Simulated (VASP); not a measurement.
Write the native input for VASP 6.6.1 that does the following.

* Task: relaxation of cell and atoms
* Functional: PBE
* Dispersion: D3(BJ)
* Potentials or basis: VASP PAW PBE potentials, release 64 (Mo_sv)
* Cutoff: 500 eV
* k mesh: 8 × 8 × 8
* Occupations: gaussian, width 0.1 eV
* Spin: no spin polarisation
* Target pressure: 5 GPa
* Dipole correction: no
* Further INCAR settings: ALGO = Normal; EDIFF = 1e-07; IBRION = 2; EDIFFG = -0.01; NSW = 80; ISIF = 3

The structure of Mo lies in POSCAR:

```
Mo
1.0
    0.0000000000      2.7250000000      2.7250000000
    2.7250000000      0.0000000000      2.7250000000
    2.7250000000      2.7250000000      0.0000000000
Mo
2
Direct
    1.0000000000      1.0000000000      1.0000000000
    0.2500000000      0.2500000000      0.2500000000
```

This isn't the form of Mo at room conditions, which is bcc.

These files were run (other wordings do the same):

INCAR

```
SYSTEM = Mo
PREC = Accurate ; ENCUT = 500
EDIFF = 1E-7 ; ISMEAR = 0
SIGMA = 0.1 ; LREAL = .FALSE.
LASPH = .TRUE. ; NELM = 120
ALGO = Normal ; ISIF = 3
LWAVE = .FALSE. ; LCHARG = .FALSE.
GGA = PE ; IVDW = 12
IBRION = 2 ; NSW = 80
EDIFFG = -0.01 ; PSTRESS = 50.0
GGA_COMPAT = .FALSE. ; NELMIN = 4
```

KPOINTS

```
regular mesh
0
G
  8 8 8
  0 0 0
```

Potentials or basis: VASP PAW PBE potentials, release 64 (Mo_sv).

Launch:

```console
$ cat potpaw_PBE.64/Mo_sv/POTCAR > POTCAR
$ mpirun -np 1 vasp_std > vasp.out
```

It gave:

The relaxed volume is 21.15 Å³/atom and the relaxed cell is a = 3.911 Å, b = 3.911 Å, c = 3.911 Å, α = 60.00°, β = 60.00°, γ = 60.00°. The space group after relaxing (to 0.1 Å) is Fd-3m (No. 227). The energy change on relaxing (the run minimises the enthalpy) is -47.5 meV/atom, the ionic steps are 4 and the pressure after relaxing is 5.0 GPa. The band gap on the k mesh is zero (bands 14 and 15 overlap by 0.36 eV) and the dispersion energy per atom is -0.795 eV.

Caveat: the cell is relaxed towards a set pressure, so the run minimises the enthalpy, not the energy.

It took 32 s on 1 thread of Intel(R) Xeon(R) 6975P-C (Granite Rapids) (shared host), peak memory 0.17 GiB.
